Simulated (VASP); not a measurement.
# PtSe2 (P-3m1) in VASP: relaxation of the atoms with PBE

Aim: the relaxation of the atoms of PtSe2 with PBE.

Program: VASP 6.6.1. These are calculated values, not measurements. Logs are shortened: lines on timing, memory, paths and dates and some standing lists are left out, and cuts for length are marked.

## Step 1: The cell of the first run

The structure is trigonal, space group P-3m1 (No. 164). Conventional cell: a = 3.777 Å, b = 3.777 Å, c = 5.098 Å, α = 90.00°, β = 90.00°, γ = 120.00°. Within 3.4 Å of Pt (site symmetry -3m) lie 6 Se at 2.55 Å. Se (site symmetry 3m) has 3 Pt at 2.55 Å and 3 Se at 3.28 Å within 3.4 Å.

## Step 2: Relaxation of the atoms, PBE (volume scaled by 1.04)

Input file INCAR:

```
  PREC = Accurate
  ENCUT = 450
  EDIFF = 1E-7
  ISMEAR = -1
  SIGMA = 0.05
  LREAL = F
  LASPH = T
  NELM = 120
  ALGO = Normal
  ISIF = 2
  LWAVE = F
  LCHARG = F
  GGA = PE
  IBRION = 2
  NSW = 80
  EDIFFG = -0.02
  GGA_COMPAT = F
  NELMIN = 4
```

Input file KPOINTS:

```
regular mesh
0
Gamma
  14 14 9
```

Input file POSCAR:

```
PtSe2
1.0
    3.7768556255      0.0000000000      0.0000000000
   -1.8884278128      3.2708529182      0.0000000000
    0.0000000000      0.0000000000      5.0975089084
Pt Se
1 2
Direct
    0.0000000000      0.0000000000      0.0000000000
    0.3333333333      0.6666666667      0.2602150238
    0.6666666667      0.3333333333      0.7397849762
```

Potentials or basis: VASP PAW PBE potentials, release 64 (Pt, Se).

The run is started by

```bash
$ cat potpaw_PBE.64/Pt/POTCAR potpaw_PBE.64/Se/POTCAR > POTCAR
$ mpirun -np 1 vasp_std > vasp.out
```

OUTCAR:

```text
PREC = Accurate
   ENCUT = 450
   EDIFF = 1E-7
   ISMEAR = -1
   LREAL = F
   LASPH = T
   NELM = 120
   ISIF = 2
   GGA = PE
   IBRION = 2
   NSW = 80
   EDIFFG = -0.02
   NELMIN = 4

 ion  position               nearest neighbor table
   1  0.000  0.000  0.000-   2 2.55   3 2.55   3 2.55   2 2.55   3 2.55   2 2.55
   2  0.333  0.667  0.260-   1 2.55   1 2.55   1 2.55
   3  0.667  0.333  0.740-   1 2.55   1 2.55   1 2.55

  LATTYP: Found a hexagonal cell.
 ALAT       =     3.7768556255
 C/A-ratio  =     1.3496700467

  Lattice vectors:

 A1 = (   3.7768556255,   0.0000000000,   0.0000000000)
 A2 = (  -1.8884278128,   3.2708529182,   0.0000000000)
 A3 = (   0.0000000000,   0.0000000000,   5.0975089084)

Analysis of symmetry for initial positions (statically):
=====================================================================
 Subroutine PRICEL returns:
 Original cell was already a primitive cell.

 Routine SETGRP: Setting up the symmetry group for a
 hexagonal supercell.

 Subroutine GETGRP returns: Found 12 space group operations
 (whereof 12 operations were pure point group operations)
 out of a pool of 24 trial point group operations.

The static configuration has the point symmetry D_3d.

Analysis of symmetry for dynamics (positions and initial velocities):
=====================================================================
 Subroutine PRICEL returns:
 Original cell was already a primitive cell.

 Routine SETGRP: Setting up the symmetry group for a
 hexagonal supercell.

 Subroutine GETGRP returns: Found 12 space group operations
 (whereof 12 operations were pure point group operations)
 out of a pool of 24 trial point group operations.

The dynamic configuration has the point symmetry D_3d.

 Subroutine INISYM returns: Found 12 space group operations
 (whereof 12 operations are pure point group operations),
 and found     1 'primitive' translations

----------------------------------------------------------------------------------------

                                     Primitive cell

  volume of cell :      62.9723

  direct lattice vectors                    reciprocal lattice vectors
     3.776855626  0.000000000  0.000000000     0.264770513  0.152865327  0.000000000
    -1.888427813  3.270852918  0.000000000     0.000000000  0.305730653  0.000000000
     0.000000000  0.000000000  5.097508908     0.000000000  0.000000000  0.196174253

  length of vectors
     3.776855626  3.776855626  5.097508908     0.305730653  0.305730653  0.196174253

  position of ions in fractional coordinates (direct lattice)
     0.000000000  0.000000000  0.000000000
     0.333333333  0.666666667  0.260215024
     0.666666667  0.333333333  0.739784976

  ion indices of the primitive-cell ions
   primitive index   ion index
                 1           1
                 2           2
                 3           3

----------------------------------------------------------------------------------------

 KPOINTS: regular mesh

Automatic generation of k-mesh.
 Grid dimensions read from file:
 generate k-points for:   14   14    9

 Generating k-lattice:

  Cartesian coordinates                     Fractional coordinates (reciprocal lattice)
     0.018912179  0.010918952  0.000000000     0.071428571 -0.000000000  0.000000000
     0.000000000  0.021837904  0.000000000     0.000000000  0.071428571  0.000000000
     0.000000000  0.000000000  0.021797139     0.000000000  0.000000000  0.111111111

  Length of vectors
     0.021837904  0.021837904  0.021797139

  Shift w.r.t. Gamma in fractional coordinates (k-lattice)
     0.000000000  0.000000000  0.000000000

 Subroutine IBZKPT returns following result:
 ===========================================

 Found    184 irreducible k-points:

 Following reciprocal coordinates:
            Coordinates               Weight
  0.000000  0.000000  0.000000      1.000000
  0.071429  0.000000  0.000000      6.000000
  0.142857  0.000000  0.000000      6.000000
  0.214286  0.000000  0.000000      6.000000
  0.285714  0.000000  0.000000      6.000000
  0.357143  0.000000  0.000000      6.000000
[... 16 lines left out ...]
  0.285714  0.285714  0.000000      6.000000
  0.357143  0.285714  0.000000      6.000000
 [... further k-points ...]
   k-points           NKPTS =    184   k-points in BZ     NKDIM =    184   number of bands    NBANDS=     15
   number of dos      NEDOS =    301   number of ions     NIONS =      3
   total plane-waves  NPLWV =  28224
   dimension x,y,z NGX =    28 NGY =   28 NGZ =   36
   dimension x,y,z NGXF=    56 NGYF=   56 NGZF=   72
   ions per type =               1   2
   NGX,Y,Z   is equivalent  to a cutoff of  12.32, 12.32, 11.74 a.u.
   NGXF,Y,Z  is equivalent  to a cutoff of  24.65, 24.65, 23.48 a.u.
 SYSTEM =  unknown system
   PREC   = accura    normal or accurate (medium, high low for compatibility)
   ISTART =      0    job   : 0-new  1-cont  2-samecut
   ICHARG =      2    charge: 1-file 2-atom 10-const
   ISPIN  =      1    spin polarized calculation?
   LNONCOLLINEAR =      F non collinear calculations
   LSORBIT =      F    spin-orbit coupling
   LASPH  =      T    aspherical Exc in radial PAW
   ENCUT  =  450.0 eV  33.07 Ry    5.75 a.u.   6.53  6.53  8.82*2*pi/ulx,y,z
   NELM   =    120;   NELMIN=  4; NELMDL= -5     # of ELM steps
   EDIFF  = 0.1E-06   stopping-criterion for ELM
   LREAL  =      F    real-space projection
   EDIFFG = -.2E-01   stopping-criterion for IOM
   NSW    =     80    number of steps for IOM
   IBRION =      2    ionic relax: 0-MD 1-quasi-New 2-CG
   NFREE  =      1    steps in history (QN), initial steepest desc. (CG)
   ISIF   =      2    stress and relaxation
   ISYM   =      2    0-nonsym 1-usesym 2-fastsym
   POTIM  = 0.5000    time-step for ionic-motion
   TEBEG  =    0.0;   TEEND  =   0.0 temperature during run
   PSTRESS=    0.0 pullay stress
   NELECT =      22.0000    total number of electrons
   NUPDOWN=      -1.0000    fix difference up-down
   EMIN   =  10.00;   EMAX   =-10.00  energy-range for DOS
   EFERMI =   0.00;   METHOD = LEGACY
   ISMEAR =    -1;   SIGMA  =   0.05  broadening in eV -4-tet -1-fermi 0-gaus
   EFERMI_NEDOS =   21; number of points for ismear=-14 and -15
   IALGO  =     38    algorithm
   IMIX   =      4    mixing-type and parameters
     AMIX     =   0.40;   BMIX     =  1.00
     AMIX_MAG =   1.60;   BMIX_MAG =  1.00
  volume/ion in A,a.u.               =      20.99       141.65
  Fermi-wavevector in a.u.,A,eV,Ry     =   1.153009  2.178871 18.087981  1.329429
  Thomas-Fermi vector in A             =   2.289656
   LORBIT       =      0    0 simple, 1 ext, 2 COOP (PROOUT), +10 PAW based schemes
   GGA     = PE    functional components
   LHFCALC =     F    Hartree Fock is set to
   AEXX    =    0.0000 exact exchange contribution
   IVDW    =     0    specifies the selected vdW correction
   LEPSILON=     F    determine dielectric tensor
   LRPA    =     F    only Hartree local field effects (RPA)
 conjugate gradient relaxation of ions
 non-spin polarized calculation
  energy-cutoff  :      450.00
  volume of cell :       62.97
 maximum number of plane-waves:      1398
 NGX is ok and might be reduce to    28
   NGX = 13   NGY = 13   NGZ = 17

--------------------------------------- Ionic step        1  -------------------------------------------

 number of electron      21.9999998 magnetization

 Free energy of the ion-electron system (eV)
  ---------------------------------------------------
  ext. energy  EPLUGINS =         0.00000000
  ---------------------------------------------------
  free energy    TOTEN  =       -14.24217521 eV

  energy without entropy =      -14.23627406  energy(sigma->0) =      -14.23922464

------------------------ aborting loop because EDIFF is reached ----------------------------------------

  FORCE on cell =-STRESS in cart. coord.  units (eV):
  Direction    XX          YY          ZZ          XY          YZ          ZX
  --------------------------------------------------------------------------------------
  -------------------------------------------------------------------------------------
  Total       -0.0627483     -0.0627483     -0.3841997      0.0000000     -0.0000000      0.0000000
  in kB       -1.5964800     -1.5964800     -9.7750337      0.0000000     -0.0000000      0.0000000
  external PRESSURE =      -4.3226646 kB  Pullay stress =       0.0000000 kB

 VOLUME and BASIS-vectors are now :
 -----------------------------------------------------------------------------
  energy-cutoff  :      450.00
  volume of cell :       62.97
      direct lattice vectors                 reciprocal lattice vectors
     3.776855626  0.000000000  0.000000000     0.264770513  0.152865327  0.000000000
    -1.888427813  3.270852918  0.000000000     0.000000000  0.305730653  0.000000000
     0.000000000  0.000000000  5.097508908     0.000000000  0.000000000  0.196174253
[... 38 lines left out ...]
 POSITION                                       TOTAL-FORCE (eV/Angst)
 -----------------------------------------------------------------------------------
      0.00000      0.00000      0.00000         0.000000      0.000000      0.000000
     -0.00000      2.18057      1.30718         0.000000     -0.000000     -0.197532
      1.88843      1.09028      3.79033        -0.000000      0.000000      0.197532
 -----------------------------------------------------------------------------------
    total drift:                                0.000000      0.000000     -0.000000

  FREE ENERGIE OF THE ION-ELECTRON SYSTEM (eV)
  ---------------------------------------------------
  free  energy   TOTEN  =       -14.2537292645 eV

  energy  without entropy=      -14.2478710127  energy(sigma->0) =      -14.25080014

--------------------------------------- Ionic step        3  -------------------------------------------

 number of electron      21.9999997 magnetization

 Free energy of the ion-electron system (eV)
  ---------------------------------------------------
  ext. energy  EPLUGINS =         0.00000000
  ---------------------------------------------------
  free energy    TOTEN  =       -14.25736373 eV

  energy without entropy =      -14.25156843  energy(sigma->0) =      -14.25446608

 E-fermi :   6.0319     XC(G=0): -10.4753

 val. band max:        6.0284664006   @ k =   0.0000   0.2143   0.2222
 cond. band min:       6.0554709464   @ k =   0.3571   0.2857   0.0000
 fundamental gap:      0.0270045458
 Fermi energy:         6.0319074999

 k-point     1 :       0.0000    0.0000    0.0000
  band No.  band energies     occupation
      1      -9.3125      2.00000
      2      -6.6985      2.00000
      3      -0.8228      2.00000
      4      -0.0744      2.00000
      5      -0.0744      2.00000
      6       2.2706      2.00000
      7       2.2706      2.00000
      8       3.5668      2.00000
      9       5.0271      2.00000
     10       5.0271      2.00000
     11       6.4836      0.00024
     12       7.3723      0.00000
     13       7.3723      0.00000
     14       9.7071      0.00000
     15       9.9609      0.00000
[... 397 lines left out ...]
 k-point    24 :       0.3571    0.2857    0.0000
  band No.  band energies     occupation
      1      -7.4951      2.00000
      2      -7.4179      2.00000
      3      -0.5960      2.00000
      4       0.2352      2.00000
      5       0.3402      2.00000
      6       1.4602      2.00000
      7       1.5790      2.00000
      8       2.5237      2.00000
      9       3.4678      2.00000
     10       4.0427      2.00000
     11       4.5111      2.00000
     12       6.0555      0.76863
     13       6.1357      0.22277
     14      10.0290      0.00000
     15      13.4877      0.00000

 [... further k-points ...]
[... 5 lines left out ...]
  --------------------------------------------------------------------------------------
  -------------------------------------------------------------------------------------
  Total        0.6110149      0.6110149      0.5448304     -0.0000000      0.0000000      0.0000000
  in kB       15.5457975     15.5457975     13.8618916     -0.0000000      0.0000000      0.0000000
  external PRESSURE =      14.9844955 kB  Pullay stress =       0.0000000 kB

 VOLUME and BASIS-vectors are now :
 -----------------------------------------------------------------------------
  energy-cutoff  :      450.00
  volume of cell :       62.97
      direct lattice vectors                 reciprocal lattice vectors
     3.776855626  0.000000000  0.000000000     0.264770513  0.152865327  0.000000000
    -1.888427813  3.270852918  0.000000000     0.000000000  0.305730653  0.000000000
     0.000000000  0.000000000  5.097508908     0.000000000  0.000000000  0.196174253

 POSITION                                       TOTAL-FORCE (eV/Angst)
 -----------------------------------------------------------------------------------
      0.00000      0.00000      0.00000        -0.000000      0.000000     -0.000000
     -0.00000      2.18057      1.28964        -0.000000     -0.000000     -0.007465
      1.88843      1.09028      3.80787         0.000000      0.000000      0.007465
 -----------------------------------------------------------------------------------
    total drift:                               -0.000000      0.000000      0.000000

  FREE ENERGIE OF THE ION-ELECTRON SYSTEM (eV)
  ---------------------------------------------------
  free  energy   TOTEN  =       -14.2573637263 eV

  energy  without entropy=      -14.2515684330  energy(sigma->0) =      -14.25446608

 reached required accuracy - stopping structural energy minimisation
```

Run time: 7.2 min. Hardware: 1 thread of Intel Xeon 8259CL, shared host; peak memory 0.29 GiB.

What came out:

| Property | Result |
| --- | --- |
| Free energy | -14.2574 eV |
| Energy gained by relaxing | 5.1 meV/atom |
| Ionic steps | 3 |
| Pressure after relaxing | 1.5 GPa |
| Largest force after relaxing | 0.007 eV/Å |
| Band gap on the k mesh | zero (band 11 reaches 6.48 eV, above the bottom of band 12 at 5.98 eV) |

Forces on the atoms (eV/Å):
```
Pt   0.000  0.000  0.000
Se   0.000  0.000 -0.007
Se   0.000  0.000  0.007
```

The path:
```csv
step,energy change (eV),largest force (eV/Å),pressure (GPa)
1,0.0000,0.3994,-0.43
2,-0.0116,0.1975,0.55
3,-0.0152,0.0075,1.50
```

Final structure:
```
Pt Se
1.0
     3.77686    0.00000    0.00000
    -1.88843    3.27085    0.00000
     0.00000    0.00000    5.09751
Pt Se
1 2
Cartesian
  0.0000 0.0000 0.0000
  0.0000 2.1806 1.2896
  1.8884 1.0903 3.8079
```

Levels at points of the mesh, in eV from the Fermi level:
```csv
k point,band 8,band 9,band 10,band 11,band 12,band 13,band 14,band 15
"(0.00, 0.00, 0.00)",-2.47,-1.00,-1.00,0.45,1.34,1.34,3.68,3.93
"(0.50, 0.00, 0.00)",-3.37,-3.29,-3.22,-2.86,0.61,2.23,4.71,5.86
```

Caveat: spin-orbit coupling is left out, which moves the levels of the heavy elements.
